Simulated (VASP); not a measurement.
Wanted: the native input for a VASP 6.6.1 run.

```
Task                   : single point
Functional             : PBEsol
Potentials or basis    : VASP PAW PBE potentials, release 64 (Sn_d, Se)
Cutoff                 : 520 eV
k mesh                 : 12 × 12 × 6
Occupations            : gaussian, width 0.05 eV
Spin                   : no spin polarisation
Dipole correction      : no
Further INCAR settings : ALGO = Normal; EDIFF = 1e-07; NBANDS = 20
```

The structure of SnSe2 lies in POSCAR:

```
SnSe2
1.0
    3.6995031733      0.0000000000      0.0000000000
   -1.8497515867      3.2038637295      0.0000000000
    0.0000000000      0.0000000000      6.5487343170
Sn Se
1 2
Direct
    0.0000000000      0.0000000000      0.0000000000
    0.3333333333      0.6666666667      0.2580716066
    0.6666666667      0.3333333333      0.7419283934
```

This cell differs from its parent crystal: ratio of the length along z to the lengths across it x 1.1, volume and fractional coordinates fixed.

These files were run (other wordings do the same):

INCAR

```
SYSTEM = SnSe2
PREC = Accurate ; ENCUT = 520
EDIFF = 1E-7 ; ISMEAR = 0
SIGMA = 0.05 ; LREAL = .FALSE.
LASPH = .TRUE. ; NELM = 80
ALGO = Normal ; ISIF = 2
LWAVE = .FALSE. ; LCHARG = .TRUE.
GGA = PS ; LELF = .TRUE.
LVHAR = .TRUE. ; NBANDS = 20
```

KPOINTS

```
Automatic mesh
0
G
  12 12 6
  0 0 0
```

Potentials or basis: VASP PAW PBE potentials, release 64 (Sn_d, Se).

Command:

```sh
$ cat potpaw_PBE.64/Sn_d/POTCAR potpaw_PBE.64/Se/POTCAR > POTCAR
$ mpirun -np 1 vasp_std > vasp.out
```

Results of the run:

| Property | Result |
| --- | --- |
| Pressure | 0.2 GPa |
| Largest force | 0.600 eV/Å |
| Band gap on the k mesh | 0.07 eV, indirect (least direct gap 0.84 eV) |

Caveat: the PAW data sets were made with another functional, which shifts forces and pressure a little; spin-orbit coupling is left out, which moves the levels of the heavy elements; this functional lacks dispersion, which binds the layers, so the pressure and a relaxed spacing across them are unreliable.

Wall time 3.8 min on 1 thread of Intel(R) Xeon(R) Platinum 8488C (Sapphire Rapids), with other jobs on the host, peak memory 0.28 GiB.
